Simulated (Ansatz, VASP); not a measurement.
# Ca: VASP beside Ansatz

```
CELL_PARAMETERS angstrom
0.00000 2.76271 2.76271
2.76271 0.00000 2.76271
2.76271 2.76271 0.00000
ATOMIC_POSITIONS crystal
Ca 0.00000 0.00000 0.00000
```

Alike in both runs: functional PBE; k mesh 12 × 12 × 12; occupations fermi-dirac, width 0.08 eV; no spin polarisation.

Ansatz relaxed the structure, and its values are those at the end. VASP's run is a single point on that final structure, the one shown.

|  | VASP | Ansatz |
| --- | --- | --- |
| version | VASP 6.6.1 | Ansatz 0.2.0 |
| potentials or method | VASP PAW PBE potentials, release 64 (Ca_sv) | PAW with Ansatz's default frozen-core files, scalar-relativistic |
| plane-wave cutoff (eV) | 520 | 420 |
| valence electrons in the cell | 10 | 10 |

|  | VASP | Ansatz | Ansatz less VASP |
| --- | --- | --- | --- |
| pressure (GPa) | 0.0 | 0.0 | -0.01 |
